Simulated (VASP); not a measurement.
# EuBi (F-43m) in VASP: further runs

Runs on EuBi. Level: PBE. Tasks: single point.

All numbers are computed with VASP 6.6.1; they aren't measurements. Logs are shortened: lines on timing, memory, paths and dates and some standing lists are left out, and cuts for length are marked.

### 1 The cell of the first run

It takes space group F-43m (No. 216, cubic). The conventional cell has a = 6.940 Å, b = 6.940 Å, c = 6.940 Å, α = 90.00°, β = 90.00°, γ = 90.00°. Within 4.0 Å of Eu (site symmetry -43m) lie 4 Bi at 3.01 Å. Bi (site symmetry -43m) has 4 Eu at 3.01 Å within 4.0 Å.

### 2 Single point, PBE, collinear spin, ferromagnetic start

File INCAR:

```
  PREC = Accurate
  ENCUT = 520
  EDIFF = 1E-7
  ISMEAR = 0
  SIGMA = 0.05
  LREAL = False
  LASPH = True
  NELM = 150
  ALGO = Fast
  ISIF = 2
  LWAVE = False
  LCHARG = True
  ISPIN = 2
  MAGMOM = 6 0
  LORBIT = 11
  LMAXMIX = 6
  GGA = PE
  LELF = True
  LVHAR = True
  NBANDS = 27
```

File KPOINTS:

```
Automatic mesh
0
Gamma
  8 8 8
```

File POSCAR:

```
EuBi
1.0
    0.0000000000      3.4700829639      3.4700829639
    3.4700829639      0.0000000000      3.4700829639
    3.4700829639      3.4700829639      0.0000000000
Eu Bi
1 1
Direct
    0.0000000000      0.0000000000      0.0000000000
    0.2500000000      0.2500000000      0.2500000000
```

Potentials or basis: VASP PAW PBE potentials, release 64 (Eu, Bi_d).

Started as:

```sh
> cat potpaw_PBE.64/Eu/POTCAR potpaw_PBE.64/Bi_d/POTCAR > POTCAR
> mpirun -np 1 vasp_std > vasp.out
```

OUTCAR:

```text
PREC = Accurate
   ENCUT = 520
   EDIFF = 1E-7
   ISMEAR = 0
   LREAL = False
   LASPH = True
   NELM = 150
   ISIF = 2
   ISPIN = 2
   LORBIT = 11
   GGA = PE

 ion  position               nearest neighbor table
   1  0.000  0.000  0.000-   2 3.01   2 3.01   2 3.01   2 3.01
   2  0.250  0.250  0.250-   1 3.01   1 3.01   1 3.01   1 3.01

  LATTYP: Found a face centered cubic cell.
 ALAT       =     6.9401659278

  Lattice vectors:

 A1 = (   0.0000000000,   3.4700829639,   3.4700829639)
 A2 = (   3.4700829639,   0.0000000000,   3.4700829639)
 A3 = (   3.4700829639,   3.4700829639,   0.0000000000)

Analysis of symmetry for initial positions (statically):
=====================================================================
 Subroutine PRICEL returns:
 Original cell was already a primitive cell.

 Routine SETGRP: Setting up the symmetry group for a
 face centered cubic supercell.

 Subroutine GETGRP returns: Found 24 space group operations
 (whereof 24 operations were pure point group operations)
 out of a pool of 48 trial point group operations.

The static configuration has the point symmetry T_d .

Analysis of symmetry for dynamics (positions and initial velocities):
=====================================================================
 Subroutine PRICEL returns:
 Original cell was already a primitive cell.

 Routine SETGRP: Setting up the symmetry group for a
 face centered cubic supercell.

 Subroutine GETGRP returns: Found 24 space group operations
 (whereof 24 operations were pure point group operations)
 out of a pool of 48 trial point group operations.

The dynamic configuration has the point symmetry T_d .

Analysis of structural, dynamic, and magnetic symmetry:
=====================================================================
 Subroutine PRICEL returns:
 Original cell was already a primitive cell.

 Routine SETGRP: Setting up the symmetry group for a
 face centered cubic supercell.

 Subroutine GETGRP returns: Found 24 space group operations
 (whereof 24 operations were pure point group operations)
 out of a pool of 48 trial point group operations.

The overall configuration has the point symmetry T_d .

 Subroutine INISYM returns: Found 24 space group operations
 (whereof 24 operations are pure point group operations),
 and found     1 'primitive' translations

----------------------------------------------------------------------------------------

                                     Primitive cell

  volume of cell :      83.5698

  direct lattice vectors                    reciprocal lattice vectors
     0.000000000  3.470082964  3.470082964    -0.144088774  0.144088774  0.144088774
     3.470082964  0.000000000  3.470082964     0.144088774 -0.144088774  0.144088774
     3.470082964  3.470082964  0.000000000     0.144088774  0.144088774 -0.144088774

  length of vectors
     4.907438390  4.907438390  4.907438390     0.249569077  0.249569077  0.249569077

  position of ions in fractional coordinates (direct lattice)
     0.000000000  0.000000000  0.000000000
     0.250000000  0.250000000  0.250000000

  ion indices of the primitive-cell ions
   primitive index   ion index
                 1           1
                 2           2

----------------------------------------------------------------------------------------

 KPOINTS: Automatic mesh

Automatic generation of k-mesh.
 Grid dimensions read from file:
 generate k-points for:    8    8    8

 Generating k-lattice:

  Cartesian coordinates                     Fractional coordinates (reciprocal lattice)
    -0.018011097  0.018011097  0.018011097     0.125000000  0.000000000  0.000000000
     0.018011097 -0.018011097  0.018011097     0.000000000  0.125000000  0.000000000
     0.018011097  0.018011097 -0.018011097     0.000000000  0.000000000  0.125000000

  Length of vectors
     0.031196135  0.031196135  0.031196135

  Shift w.r.t. Gamma in fractional coordinates (k-lattice)
     0.000000000  0.000000000  0.000000000

 Subroutine IBZKPT returns following result:
 ===========================================

 Found     29 irreducible k-points:

 Following reciprocal coordinates:
            Coordinates               Weight
  0.000000  0.000000  0.000000      1.000000
  0.125000  0.000000  0.000000      8.000000
  0.250000  0.000000  0.000000      8.000000
  0.375000  0.000000  0.000000      8.000000
  0.500000  0.000000  0.000000      4.000000
  0.125000  0.125000  0.000000      6.000000
[... 16 lines left out ...]
  0.500000  0.250000  0.125000     48.000000
 -0.375000  0.250000  0.125000     24.000000
 [... further k-points ...]
   k-points           NKPTS =     29   k-points in BZ     NKDIM =     29   number of bands    NBANDS=     27
   number of dos      NEDOS =    301   number of ions     NIONS =      2
   total plane-waves  NPLWV =  46656
   dimension x,y,z NGX =    36 NGY =   36 NGZ =   36
   dimension x,y,z NGXF=    72 NGYF=   72 NGZF=   72
   ions per type =               1   1
   NGX,Y,Z   is equivalent  to a cutoff of  12.20, 12.20, 12.20 a.u.
   NGXF,Y,Z  is equivalent  to a cutoff of  24.39, 24.39, 24.39 a.u.
 SYSTEM =  unknown system
   PREC   = accura    normal or accurate (medium, high low for compatibility)
   ISTART =      0    job   : 0-new  1-cont  2-samecut
   ICHARG =      2    charge: 1-file 2-atom 10-const
   ISPIN  =      2    spin polarized calculation?
   LNONCOLLINEAR =      F non collinear calculations
   LSORBIT =      F    spin-orbit coupling
   LASPH  =      T    aspherical Exc in radial PAW
   ENCUT  =  520.0 eV  38.22 Ry    6.18 a.u.   9.12  9.12  9.12*2*pi/ulx,y,z
   NELM   =    150;   NELMIN=  2; NELMDL= -5     # of ELM steps
   EDIFF  = 0.1E-06   stopping-criterion for ELM
   LREAL  =      F    real-space projection
   EDIFFG = 0.1E-05   stopping-criterion for IOM
   NSW    =      0    number of steps for IOM
   IBRION =     -1    ionic relax: 0-MD 1-quasi-New 2-CG
   NFREE  =      0    steps in history (QN), initial steepest desc. (CG)
   ISIF   =      2    stress and relaxation
   ISYM   =      2    0-nonsym 1-usesym 2-fastsym
   POTIM  = 0.5000    time-step for ionic-motion
   TEBEG  =    0.0;   TEEND  =   0.0 temperature during run
   PSTRESS=    0.0 pullay stress
   NELECT =      32.0000    total number of electrons
   NUPDOWN=      -1.0000    fix difference up-down
   EMIN   =  10.00;   EMAX   =-10.00  energy-range for DOS
   EFERMI =   0.00;   METHOD = LEGACY
   ISMEAR =     0;   SIGMA  =   0.05  broadening in eV -4-tet -1-fermi 0-gaus
   EFERMI_NEDOS =   21; number of points for ismear=-14 and -15
   IALGO  =     68    algorithm
   IMIX   =      4    mixing-type and parameters
     AMIX     =   0.40;   BMIX     =  1.00
     AMIX_MAG =   1.60;   BMIX_MAG =  1.00
  volume/ion in A,a.u.               =      41.78       281.98
  Fermi-wavevector in a.u.,A,eV,Ry     =   1.188799  2.246504 19.228328  1.413242
  Thomas-Fermi vector in A             =   2.324920
   LORBIT       =     11    0 simple, 1 ext, 2 COOP (PROOUT), +10 PAW based schemes
   GGA     = PE    functional components
   LHFCALC =     F    Hartree Fock is set to
   AEXX    =    0.0000 exact exchange contribution
   IVDW    =     0    specifies the selected vdW correction
   LEPSILON=     F    determine dielectric tensor
   LRPA    =     F    only Hartree local field effects (RPA)
 spin polarized calculation
 RMM-DIIS sequential band-by-band and
 Gauss-broadening in eV      SIGMA  =   0.05
  energy-cutoff  :      520.00
  volume of cell :       83.57
 maximum number of plane-waves:      2272
   NGX = 19   NGY = 19   NGZ = 19

 number of electron      31.9999993 magnetization       6.0527031

 Free energy of the ion-electron system (eV)
  ---------------------------------------------------
  ext. energy  EPLUGINS =         0.00000000
  ---------------------------------------------------
  free energy    TOTEN  =       -15.45998354 eV

  energy without entropy =      -15.45402499  energy(sigma->0) =      -15.45700426

 E-fermi :   2.3232     XC(G=0):  -8.5019

 val. band max:        2.3175711432   @ k =  -0.3750   0.5000   0.1250
 cond. band min:       2.3318307903   @ k =   0.3750   0.1250   0.0000
 fundamental gap:      0.0142596471
 Fermi energy:         2.3231819809

 spin component 1

 k-point     1 :       0.0000    0.0000    0.0000
  band No.  band energies     occupation
      1     -38.8152      1.00000
      2     -19.0168      1.00000
      3     -19.0168      1.00000
      4     -19.0168      1.00000
      5     -18.8662      1.00000
      6     -18.8662      1.00000
[... 19 lines left out ...]
     26       9.0607      0.00000
     27      10.5080      0.00000

 k-point     2 :       0.1250    0.0000    0.0000
  band No.  band energies     occupation
      1     -38.8150      1.00000
      2     -19.0130      1.00000
      3     -19.0130      1.00000
      4     -19.0021      1.00000
      5     -18.8663      1.00000
      6     -18.8663      1.00000
[... 19 lines left out ...]
     26       9.3023      0.00000
     27       9.8958      0.00000

 k-point     3 :       0.2500    0.0000    0.0000
  band No.  band energies     occupation
      1     -38.8145      1.00000
      2     -19.0039      1.00000
      3     -19.0039      1.00000
      4     -18.9645      1.00000
      5     -18.8665      1.00000
      6     -18.8665      1.00000
[... 594 lines left out ...]
      1     -38.8138      1.00000
      2     -18.9856      1.00000
      3     -18.9775      1.00000
      4     -18.9164      1.00000
      5     -18.8691      1.00000
      6     -18.8658      1.00000
[... 19 lines left out ...]
     26       8.1600      0.00000
     27       9.8624      0.00000

 k-point    24 :      -0.3750    0.2500    0.1250
  band No.  band energies     occupation
      1     -38.8136      1.00000
      2     -18.9805      1.00000
      3     -18.9756      1.00000
      4     -18.9021      1.00000
      5     -18.8686      1.00000
      6     -18.8666      1.00000
[... 19 lines left out ...]
     26       8.0508      0.00000
     27      11.0294      0.00000

 [... further k-points ...]

 spin component 2

 k-point     1 :       0.0000    0.0000    0.0000
  band No.  band energies     occupation
      1     -35.8589      1.00000
      2     -19.0140      1.00000
      3     -19.0140      1.00000
      4     -19.0140      1.00000
      5     -18.9279      1.00000
      6     -18.9279      1.00000
[... 19 lines left out ...]
     26      23.4118      0.00000
     27      28.6325      0.00000

 k-point     2 :       0.1250    0.0000    0.0000
  band No.  band energies     occupation
      1     -35.8586      1.00000
      2     -19.0120      1.00000
      3     -19.0120      1.00000
      4     -19.0066      1.00000
      5     -18.9279      1.00000
      6     -18.9279      1.00000
[... 19 lines left out ...]
     26      25.5940      0.00000
     27      28.2905      0.00000

 k-point     3 :       0.2500    0.0000    0.0000
  band No.  band energies     occupation
      1     -35.8578      1.00000
      2     -19.0074      1.00000
      3     -19.0074      1.00000
      4     -18.9882      1.00000
      5     -18.9280      1.00000
      6     -18.9280      1.00000
[... 594 lines left out ...]
      1     -35.8567      1.00000
      2     -18.9983      1.00000
      3     -18.9951      1.00000
      4     -18.9654      1.00000
      5     -18.9297      1.00000
      6     -18.9271      1.00000
[... 19 lines left out ...]
     26       8.6583      0.00000
     27      10.8389      0.00000

 k-point    24 :      -0.3750    0.2500    0.1250
  band No.  band energies     occupation
      1     -35.8564      1.00000
      2     -18.9959      1.00000
      3     -18.9941      1.00000
      4     -18.9591      1.00000
      5     -18.9293      1.00000
      6     -18.9275      1.00000
[... 19 lines left out ...]
     26       8.4891      0.00000
     27      11.3718      0.00000

 [... further k-points ...]
[... 5 lines left out ...]
  --------------------------------------------------------------------------------------
  -------------------------------------------------------------------------------------
  Total        3.0232838      3.0232838      3.0232838      0.0000000      0.0000000      0.0000000
  in kB       57.9615427     57.9615427     57.9615427      0.0000000      0.0000000      0.0000000
  external PRESSURE =      57.9615427 kB  Pullay stress =       0.0000000 kB

 VOLUME and BASIS-vectors are now :
 -----------------------------------------------------------------------------
  energy-cutoff  :      520.00
  volume of cell :       83.57
      direct lattice vectors                 reciprocal lattice vectors
     0.000000000  3.470082964  3.470082964    -0.144088774  0.144088774  0.144088774
     3.470082964  0.000000000  3.470082964     0.144088774 -0.144088774  0.144088774
     3.470082964  3.470082964  0.000000000     0.144088774  0.144088774 -0.144088774

 POSITION                                       TOTAL-FORCE (eV/Angst)
 -----------------------------------------------------------------------------------
      0.00000      0.00000      0.00000        -0.000000     -0.000000      0.000000
      1.73504      1.73504      1.73504         0.000000      0.000000     -0.000000
 -----------------------------------------------------------------------------------
    total drift:                                0.000000      0.000000      0.000000

  FREE ENERGIE OF THE ION-ELECTRON SYSTEM (eV)
  ---------------------------------------------------
  free  energy   TOTEN  =       -15.4599835378 eV

  energy  without entropy=      -15.4540249873  energy(sigma->0) =      -15.45700426

 total charge

# of ion       s       p       d       f       tot
--------------------------------------------------
    1        2.063   5.726   0.432   6.511  14.731
    2        1.454   1.765   9.873   0.000  13.092
--------------------------------------------------
tot          3.517   7.490  10.305   6.511  27.823

 magnetization (x)

# of ion       s       p       d       f       tot
--------------------------------------------------
    1       -0.006  -0.128   0.024   6.467   6.356
    2       -0.007  -0.282   0.003   0.000  -0.286
--------------------------------------------------
tot         -0.013  -0.411   0.027   6.467   6.069
```

Wall time 9.6 min (1 thread of Intel Xeon 6975P-C, shared host); peak memory 0.33 GiB.

Results:

```
Free energy                                           : -15.4600 eV
Pressure                                              : 5.8 GPa
Net moment                                            : 6.05 μB per cell
Site moments                                          : Eu +6.36; Bi -0.29 μB
Valence electrons inside the program's atomic spheres : Eu 14.73; Bi 13.09
```

Levels at points of the mesh, in eV from the Fermi level:
Spin up:
```csv
k point,band 16,band 17,band 18,band 19,band 20,band 21,band 22,band 23
"(0.00, 0.00, 0.00)",-0.31,-0.31,-0.16,-0.16,-0.16,2.18,3.12,3.12
"(0.50, 0.00, 0.00)",-0.34,-0.34,-0.31,-0.02,-0.02,3.12,3.41,3.41
"(0.50, 0.50, 0.00)",-0.35,-0.34,-0.33,0.38,0.38,1.47,3.06,3.71
```
Spin down:
```csv
k point,band 11,band 12,band 13,band 14,band 15,band 16
"(0.00, 0.00, 0.00)",-0.66,-0.66,-0.66,1.97,3.72,3.72
"(0.50, 0.00, 0.00)",-1.74,-0.39,-0.39,3.45,3.69,3.81
"(0.50, 0.50, 0.00)",-2.08,0.02,0.02,1.77,3.38,4.18
```

Caveat: spin-orbit coupling is left out, which moves the levels of the heavy elements; without U or exact exchange the open f shell lies at the Fermi level, which spoils levels, moments and volumes. The state reached can hang on the start; a lower one may exist.

### 3 Single point, PBE, collinear spin, ferromagnetic start

This run uses another cell than the first one, of 43.43 Å³/atom, 1.039 times its volume.

File INCAR:

```
PREC = Accurate ; ENCUT = 520
EDIFF = 1E-7 ; ISMEAR = 0
SIGMA = 0.05 ; LREAL = F
LASPH = T ; NELM = 150
ALGO = Fast ; ISIF = 2
LWAVE = F ; LCHARG = F
ISPIN = 2 ; MAGMOM = 7.16 0
LORBIT = 11 ; LMAXMIX = 6
GGA = PE ; NBANDS = 27
```

File KPOINTS:

```
regular mesh
0
Gamma
  8 8 8
```

File POSCAR:

```
EuBi
1.0
    0.0000000000      3.5149781080      3.5149781080
    3.5149781080      0.0000000000      3.5149781080
    3.5149781080      3.5149781080      0.0000000000
Eu Bi
1 1
Direct
    0.0000000000      0.0000000000      0.0000000000
    0.2500000000      0.2500000000      0.2500000000
```

Potentials or basis: VASP PAW PBE potentials, release 64 (Eu, Bi_d).

Started as:

```sh
> cat potpaw_PBE.64/Eu/POTCAR potpaw_PBE.64/Bi_d/POTCAR > POTCAR
> mpirun -np 1 vasp_std > vasp.out
```

Wall time 15 min (1 thread of Intel Xeon 6975P-C, shared host); peak memory 0.38 GiB.

Results (log left out):

```yaml
Free_energy: -15.5646 eV
Pressure: 4.3 GPa
Band_gap_on_the_k_mesh: zero (filled and empty bands overlap)
Net_moment: 6.01 μB per cell
Site_moments: Eu +6.37; Bi -0.30 μB
Valence_electrons_inside_the_program's_atomic_spheres: Eu 14.71; Bi 13.07
```

Levels at points of the mesh, in eV from the Fermi level:
Spin up:
```csv
k point,band 17,band 18,band 19,band 20,band 21,band 22
"(0.00, 0.00, 0.00)",-0.31,-0.15,-0.15,-0.15,2.19,3.10
"(0.50, 0.00, 0.00)",-0.34,-0.31,-0.01,-0.01,3.07,3.37
"(0.50, 0.50, 0.00)",-0.34,-0.33,0.36,0.36,1.58,2.98
```
Spin down:
```
           k point  band 9  band 10  band 11  band 12  band 13  band 14  band 15  band 16  band 17  band 18
(0.00, 0.00, 0.00)  -17.71    -9.94    -0.63    -0.63    -0.63     1.91     3.69     3.69     4.23     4.23
(0.50, 0.00, 0.00)  -17.73    -9.47    -1.71    -0.37    -0.37     3.40     3.70     3.79     3.79     4.24
(0.50, 0.50, 0.00)  -17.77    -9.31    -2.00    -0.02    -0.02     1.80     3.31     4.18     4.18     4.22
```

Caveat: spin-orbit coupling is left out, which moves the levels of the heavy elements; without U or exact exchange the open f shell lies at the Fermi level, which spoils levels, moments and volumes.
